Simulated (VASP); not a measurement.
Here is a VASP 6.6.1 calculation.

INCAR

```
  PREC = Accurate
  ENCUT = 520
  EDIFF = 1E-6
  ISMEAR = 0
  SIGMA = 0.1
  LREAL = False
  LASPH = True
  NELM = 100
  ALGO = Normal
  ISIF = 2
  LWAVE = False
  LCHARG = True
  GGA = PE
  LELF = True
  LVHAR = True
  NBANDS = 28
```

Contents of KPOINTS:

```
regular mesh
0
Gamma
  6 6 6
```

File POSCAR:

```
W
1.0
    3.4485545457     -1.9312752507      0.0000000000
    3.4485545457      1.9312752507      0.0000000000
   -0.1062478308      0.0000000000      3.2231495079
W
3
Direct
    0.6760000000      0.6760000000      0.6750000000
    0.3240000000      0.3240000000      0.3250000000
    0.0000000000      0.0000000000      0.0000000000
```

Potentials or basis: VASP PAW PBE potentials, release 64 (W_sv).

The run is started by

```bash
$ cat potpaw_PBE.64/W_sv/POTCAR > POTCAR
$ mpirun -np 1 vasp_std > vasp.out
```

Estimate the band gap on the k mesh.

zero (band 21 reaches 13.69 eV, above the bottom of band 22 at 12.02 eV).

Predict the pressure.

67.2 GPa.

What does it give for the largest force?

2.731 eV/Å.

Forces on the atoms (eV/Å):
```
W   -2.675  0.000 -0.550
W    2.675  0.000  0.550
W    0.000  0.000  0.000
```

Caveat: spin-orbit coupling is left out, which moves the levels of the heavy elements; forces of over 1 eV/Å act on the atoms, so gaps and moduli don't describe the material at rest.
